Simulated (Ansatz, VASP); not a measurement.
**SnS: VASP beside Ansatz**

```
Sn S
1.0
    11.34219    0.00000    0.00000
     0.00000    3.95631    0.00000
     0.00000    0.00000    4.55191
Sn S
4 4
Direct
  0.12077 0.25000 0.13568
  0.37923 0.75000 0.63568
  0.62077 0.25000 0.36432
  0.87923 0.75000 0.86432
  0.84801 0.25000 0.48759
  0.65199 0.75000 0.98759
  0.34801 0.25000 0.01241
  0.15199 0.75000 0.51241
```

Alike in both runs: functional r2SCAN; k mesh 4 × 8 × 6; occupations fermi-dirac, width 0.02 eV; no spin polarisation.

Ansatz relaxed the structure, and its values are those at the end. VASP's run is a single point on that final structure, the one shown.

|  | VASP | Ansatz |
| --- | --- | --- |
| version | VASP 6.6.1 | Ansatz 0.2.0 |
| potentials or method | VASP PAW PBE potentials, release 64 (Sn_d, S), cutoff 550 eV | PAW plane waves |
| valence electrons in the cell | 80 | 80 |

|  | VASP | Ansatz | Ansatz less VASP |
| --- | --- | --- | --- |
| gap on the k mesh at the Fermi level (eV) | 1.27 | 1.26 | -0.002 |
| pressure (GPa) | 0.0 | 0.0 | +0.03 |
| rms of the force components (eV/Å) | 0.006 | 0.001 | -0.0053 |

VASP's potentials were made for PBE, not for r2SCAN.
